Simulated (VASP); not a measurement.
# WS2 (Tungstenite) in VASP: settings compared, part 2 of 2

VASP 6.6.1. The steps go on from the part before.

### Step 4. Single point, PBEsol

The input, INCAR:

```
SYSTEM = WS2
  PREC = Accurate
  ENCUT = 520
  EDIFF = 1E-7
  ISMEAR = 0
  SIGMA = 0.05
  LREAL = .False.
  LASPH = .True.
  NELM = 100
  ALGO = Normal
  ISIF = 2
  LWAVE = .False.
  LCHARG = .True.
  GGA = PS
  LELF = .True.
  LVHAR = .True.
  NBANDS = 35
```

The input, KPOINTS:

```
Automatic mesh
0
Gamma
  7 7 2
  0 0 0
```

The input, POSCAR:

```
WS2
1.0
    3.1800000000      0.0000000000      0.0000000000
   -1.5900000000      2.7539607840      0.0000000000
    0.0000000000      0.0000000000     12.5000000000
W S
2 4
Direct
    0.6704130000      0.3321320000      0.7485110000
    0.3515260000      0.6761130000      0.2481590000
    0.6505480000      0.3288460000      0.3705640000
    0.3323830000      0.6657620000      0.8697960000
    0.6835930000      0.3404960000      0.1221550000
    0.3527360000      0.6757840000      0.6264210000
```

Potentials or basis: VASP PAW PBE potentials, release 64 (W_sv, S).

Started as:

```bash
$ cat potpaw_PBE.64/W_sv/POTCAR potpaw_PBE.64/S/POTCAR > POTCAR
$ mpirun -np 1 vasp_std > vasp.out
```

OUTCAR:

```text
SYSTEM = WS2
   PREC = Accurate
   ENCUT = 520
   EDIFF = 1E-7
   ISMEAR = 0
   LREAL = .False.
   LASPH = .True.
   NELM = 100
   ISIF = 2
   GGA = PS

 ion  position               nearest neighbor table
   1  0.670  0.332  0.749-   6 2.37   4 2.37   6 2.38   4 2.38   4 2.39   6 2.42
   2  0.352  0.676  0.248-   3 2.35   3 2.36   5 2.41   5 2.42   5 2.42   3 2.46
   3  0.651  0.329  0.371-   2 2.35   2 2.36   2 2.46
   4  0.332  0.666  0.870-   1 2.37   1 2.38   1 2.39
   5  0.684  0.340  0.122-   2 2.41   2 2.42   2 2.42
   6  0.353  0.676  0.626-   1 2.37   1 2.38   1 2.42

[... 1118 lines left out ...]
  -------------------------------------------------------------------------------------
  Total       -1.3185894     -0.7133610      2.7468005     -0.4392855      0.8836308      2.0641604
  in kB      -19.2985762    -10.4405903     40.2015509     -6.4292840     12.9326206     30.2105856
  external PRESSURE =       3.4874615 kB  Pullay stress =       0.0000000 kB

 VOLUME and BASIS-vectors are now :
 -----------------------------------------------------------------------------
  energy-cutoff  :      520.00
  volume of cell :      109.47
      direct lattice vectors                 reciprocal lattice vectors
     3.180000000  0.000000000  0.000000000     0.314465409  0.181556688  0.000000000
    -1.590000000  2.753960784  0.000000000     0.000000000  0.363113377  0.000000000
     0.000000000  0.000000000 12.500000000     0.000000000  0.000000000  0.080000000

 POSITION                                       TOTAL-FORCE (eV/Angst)
 -----------------------------------------------------------------------------------
      1.60382      0.91468      9.35639         0.187871      0.328979     -0.153981
      0.04283      1.86199      3.10199        -0.949504     -0.460479     -0.836246
      1.54588      0.90563      4.63205         0.908941      0.377368      0.556285
     -0.00158      1.83348     10.87245         0.166548     -0.013177      0.821485
      1.63244      0.93771      1.52694         0.039792      0.081017      0.286732
      0.04720      1.86108      7.83026        -0.353648     -0.313708     -0.674275
 -----------------------------------------------------------------------------------
    total drift:                                0.000118      0.000017      0.000031

  FREE ENERGIE OF THE ION-ELECTRON SYSTEM (eV)
  ---------------------------------------------------
  free  energy   TOTEN  =       -50.4403303872 eV

  energy  without entropy=      -50.4403303872  energy(sigma->0) =      -50.44033039
```

OSZICAR:

```text
N       E                     dE             d eps       ncg     rms          rms(c)
DAV:   1     0.509974604637E+03    0.50997E+03   -0.28304E+04  3868   0.148E+03
DAV:   2    -0.191552868086E+02   -0.52913E+03   -0.51074E+03  4029   0.408E+02
DAV:   3    -0.522335297502E+02   -0.33078E+02   -0.32515E+02  4367   0.969E+01
DAV:   4    -0.530370189457E+02   -0.80349E+00   -0.79998E+00  4263   0.159E+01
DAV:   5    -0.530538522917E+02   -0.16833E-01   -0.16811E-01  4247   0.241E+00    0.396E+01
DAV:   6    -0.507945722566E+02    0.22593E+01   -0.74990E+00  3992   0.184E+01    0.166E+01
DAV:   7    -0.505617854884E+02    0.23279E+00   -0.21880E+00  3828   0.761E+00    0.652E+00
DAV:   8    -0.504425239550E+02    0.11926E+00   -0.33748E-01  3942   0.394E+00    0.198E+00
DAV:   9    -0.504426278733E+02   -0.10392E-03   -0.42296E-02  4266   0.105E+00    0.103E+00
DAV:  10    -0.504405271657E+02    0.21007E-02   -0.18675E-02  4213   0.870E-01    0.322E-01
DAV:  11    -0.504403113968E+02    0.21577E-03   -0.23099E-03  3877   0.282E-01    0.116E-01
DAV:  12    -0.504403095952E+02    0.18016E-05   -0.11093E-04  4113   0.598E-02    0.352E-02
DAV:  13    -0.504403277442E+02   -0.18149E-04   -0.22554E-05  3971   0.280E-02    0.139E-02
DAV:  14    -0.504403296813E+02   -0.19371E-05   -0.68238E-06  3984   0.144E-02    0.120E-02
DAV:  15    -0.504403302675E+02   -0.58616E-06   -0.13584E-06  3698   0.516E-03    0.462E-03
DAV:  16    -0.504403303795E+02   -0.11206E-06   -0.20144E-07  3152   0.261E-03    0.123E-03
DAV:  17    -0.504403303872E+02   -0.76316E-08   -0.48797E-08  2276   0.113E-03
   1 F= -.50440330E+02 E0= -.50440330E+02  d E =-.484703E-16
```

stdout:

```text
POSCAR found type information on POSCAR W S
 POSCAR found :  2 types and       6 ions
 scaLAPACK will be used
 -----------------------------------------------------------------------------
|                                                                             |
|                                                                             |
|     You enforced a specific xc type in the INCAR file but a different       |
|     I HOPE YOU KNOW WHAT YOU ARE DOING!                                     |
|                                                                             |
 -----------------------------------------------------------------------------

 LDA part: xc-table for (Slater+PW92), standard interpolation
 POSCAR, INCAR and KPOINTS ok, starting setup
 FFT: planning ... GRIDC
 FFT: planning ... GRID_SOFT
 FFT: planning ... GRID
 WAVECAR not read
 entering main loop
```

Wall time 94 s (1 thread of Intel Xeon 6975P-C (Granite Rapids), shared host); peak memory 0.31 GiB.

Results:

| Item | Value |
| --- | --- |
| Free energy | -50.4403 eV |
| Pressure | 0.3 GPa |
| Largest force | 1.346 eV/Å |
| Band gap on the k mesh | 1.08 eV, indirect (least direct gap 1.90 eV) |

Forces in eV/Å, atoms in the order of the input:
```
W    0.188  0.329 -0.154
W   -0.950 -0.460 -0.836
S    0.909  0.377  0.556
S    0.167 -0.013  0.821
S    0.040  0.081  0.287
S   -0.354 -0.314 -0.674
```

Levels at points of the mesh, in eV from the valence-band top:
```tsv
k point	band 24	band 25	band 26	band 27	band 28	band 29
(0.00, 0.00, 0.00)	-1.62	-1.08	0.00	1.90	2.05	2.17
(0.00, 0.00, 0.50)	-2.13	-0.35	-0.27	1.90	2.05	2.17
```

Caveat: the PAW data sets were made with another functional, which shifts forces and pressure a little; spin-orbit coupling is left out, which moves the levels of the heavy elements. As with any semilocal functional, this PBEsol gap is likely too small.

### Step 5. Single point, PBE

This run uses another cell than the first one, of 17.52 Å³/atom, 0.960 times its volume.

The input, INCAR:

```
PREC = Accurate ; ENCUT = 520
EDIFF = 1E-6 ; ISMEAR = -1
SIGMA = 0.05 ; LREAL = False
LASPH = True ; NELM = 60
ALGO = Normal ; ISIF = 2
LWAVE = False ; LCHARG = False
GGA = PE ; NBANDS = 35
```

The input, KPOINTS:

```
Automatic mesh
0
Gamma
  8 8 2
```

The input, POSCAR:

```
WS2
1.0
    3.1800000000      0.0000000000      0.0000000000
   -1.5900000000      2.7539607840      0.0000000000
    0.0000000000      0.0000000000     12.0000000000
W S
2 4
Direct
    0.6666666667      0.3333333333      0.7500000000
    0.3333333333      0.6666666667      0.2500000000
    0.6666666667      0.3333333333      0.3750000000
    0.3333333333      0.6666666667      0.8750000000
    0.6666666667      0.3333333333      0.1250000000
    0.3333333333      0.6666666667      0.6250000000
```

Started as:

```bash
$ cat potpaw_PBE.64/W_sv/POTCAR potpaw_PBE.64/S/POTCAR > POTCAR
$ mpirun -np 1 vasp_std > vasp.out
```

Wall time 2.5 min (1 thread of AMD EPYC 7R13, shared host); peak memory 0.21 GiB.

Results (log left out):

| Item | Value |
| --- | --- |
| Free energy | -47.0078 eV |
| Pressure | 10.0 GPa |
| Largest force | 1.432 eV/Å |
| Band gap on the k mesh | 0.92 eV, indirect (least direct gap 1.94 eV) |

Forces in eV/Å, atoms in the order of the input:
```
W    0.000  0.000  0.000
W    0.000  0.000  0.000
S    0.000  0.000  1.432
S    0.000  0.000  1.432
S    0.000  0.000 -1.432
S    0.000  0.000 -1.432
```

Stress tensor (GPa, compression positive):
```
 6.59  0.00  0.00
 0.00  6.59  0.00
 0.00  0.00 16.77
```

Levels at points of the mesh, in eV from the valence-band top:
```csv
k point,band 24,band 25,band 26,band 27,band 28,band 29
"(0.00, 0.00, 0.00)",-1.51,-1.20,0.00,1.94,1.94,1.94
"(0.50, 0.00, 0.00)",-2.38,-2.06,-1.80,1.79,1.85,2.28
"(0.00, 0.00, 0.50)",-2.90,-0.30,-0.30,1.93,1.93,1.93
"(0.50, 0.00, 0.50)",-2.48,-1.91,-1.91,1.82,1.82,2.36
```

Caveat: spin-orbit coupling is left out, which moves the levels of the heavy elements; this functional lacks dispersion, which binds the layers, so the pressure and a relaxed spacing across them are unreliable; forces of over 1 eV/Å act on the atoms, so gaps and moduli don't describe the material at rest. A k mesh can miss the band edges.

### Step 6. Single point, PBE

This run uses another cell than the first one, of 17.88 Å³/atom, 0.980 times its volume.

The input, INCAR:

```
ALGO = Normal ; EDIFF = 1E-6
ENCUT = 520 ; GGA = PE
ISIF = 2 ; ISMEAR = -1
LASPH = T ; LCHARG = F
LREAL = F ; LWAVE = F
NBANDS = 35 ; NELM = 60
PREC = Accurate ; SIGMA = 0.05
```

The input, KPOINTS:

```
k-points
0
Gamma
  8 8 2
```

POSCAR, as its differences from that of step 5:

```diff
@@ -4,3 +4,3 @@
    -1.5900000000      2.7539607840      0.0000000000
-    0.0000000000      0.0000000000     12.0000000000
+    0.0000000000      0.0000000000     12.2500000000
 W S
```

Potentials or basis: VASP PAW PBE potentials, release 64 (W_sv, S).

Started as:

```bash
$ cat potpaw_PBE.64/W_sv/POTCAR potpaw_PBE.64/S/POTCAR > POTCAR
$ mpirun -np 1 vasp_std > vasp.out
```

Run time: 2.4 min. Hardware: 1 thread of AMD EPYC 7R13, shared host; peak memory 0.22 GiB.

The run converged. Its results:

| Property | Result |
| --- | --- |
| Free energy | -47.1896 eV |
| Pressure | 5.9 GPa |
| Largest force | 0.759 eV/Å |
| Band gap on the k mesh | 1.11 eV, indirect (least direct gap 2.10 eV) |

Forces on the atoms (eV/Å):
```
W    0.000  0.000  0.000
W    0.000  0.000  0.000
S    0.000  0.000  0.759
S    0.000  0.000  0.759
S    0.000  0.000 -0.759
S    0.000  0.000 -0.759
```

Stress tensor (GPa, compression positive):
```
3.94 0.00 0.00
0.00 3.94 0.00
0.00 0.00 9.83
```

Levels at points of the mesh, in eV from the valence-band top:
```tsv
k point	band 24	band 25	band 26	band 27	band 28	band 29
(0.00, 0.00, 0.00)	-1.55	-1.14	0.00	2.10	2.10	2.10
(0.50, 0.00, 0.00)	-2.11	-1.85	-1.65	2.01	2.06	2.44
(0.00, 0.00, 0.50)	-2.58	-0.30	-0.30	2.10	2.10	2.10
(0.50, 0.00, 0.50)	-2.20	-1.74	-1.74	2.03	2.03	2.55
```

Caveat: spin-orbit coupling is left out, which moves the levels of the heavy elements; this functional lacks dispersion, which binds the layers, so the pressure and a relaxed spacing across them are unreliable.

### Step 7. Summary

| level | cell | k mesh | smearing | gap on the mesh (eV) | pressure (GPa) | largest force (eV/Å) |
| --- | --- | --- | --- | --- | --- | --- |
| PBE | a = 3.180, b = 3.180, c = 12.500 Å, angles 90.0, 90.0, 120.0°, 6 atoms | 8 × 8 × 2 | methfessel-paxton 0.1 eV | 1.20 | 2.2 | 0.13 |
| PBEsol | a = 3.180, b = 3.180, c = 12.500 Å, angles 90.0, 90.0, 120.0°, 6 atoms | 7 × 7 × 2 | gaussian 0.05 eV | 1.08 | 0.3 | 1.35 |
| PBE | a = 3.180, b = 3.180, c = 12.000 Å, angles 90.0, 90.0, 120.0°, 6 atoms | 8 × 8 × 2 | fermi-dirac 0.05 eV | 0.92 | 10.0 | 1.43 |
| PBE | a = 3.180, b = 3.180, c = 12.250 Å, angles 90.0, 90.0, 120.0°, 6 atoms | 8 × 8 × 2 | fermi-dirac 0.05 eV | 1.11 | 5.9 | 0.76 |

Some of these runs hold the atoms at other places in the same cell, which the table doesn't show; runs alike in all that it shows share one row.

Alike in all rows: task single point; potentials or basis VASP PAW PBE potentials, release 64 (W_sv, S); no spin polarisation; cutoff (eV) 520.

Caveats: spin-orbit coupling is left out, which moves the levels of the heavy elements; this functional lacks dispersion, which binds the layers, so the pressure and a relaxed spacing across them are unreliable (some runs); the PAW data sets were made with another functional, which shifts forces and pressure a little (some runs); forces of over 1 eV/Å act on the atoms, so gaps and moduli don't describe the material at rest (some runs).

Absolute energies hang on the potentials; compare differences alone.
